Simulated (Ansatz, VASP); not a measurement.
## One calculation of GdO, two programs

```xyz
2
Lattice="0.0000 2.6819 2.6819 2.6819 0.0000 2.6819 2.6819 2.6819 0.0000" Properties=species:S:1:pos:R:3 pbc="T T T"
Gd    0.0000    0.0000    0.0000
O     4.0228    4.0228    4.0228
```

Change from the starting cell: volume scaled by 0.98.

Alike in both runs: task single point; functional PBE; k mesh 12 × 12 × 12; occupations fermi-dirac, width 0.08 eV; collinear spin.

|  | VASP | Ansatz |
| --- | --- | --- |
| version | VASP 6.6.1 | Ansatz 0.2.0 |
| potentials or method | VASP PAW PBE potentials, release 64 (Gd, O), cutoff 520 eV | all-electron LAPW, scalar-relativistic |

Ansatz gave:

| Item | Value |
| --- | --- |
| pressure (GPa) | 1.4 |
| net moment per atom (μB) | 3.76 |
| size of the moment on the site where the two differ most (μB) | 7.00 |

Q: What did VASP give for the same quantities?

A: Pressure (GPa): 1.6; net moment per atom (μB): 3.77; size of the moment on the site where the two differ most (μB): 6.86.

Site moments also hang on the region over which each program counts them. Ansatz ran all-electron here, and VASP with PAW potentials.

Neither program's run includes spin-orbit coupling.
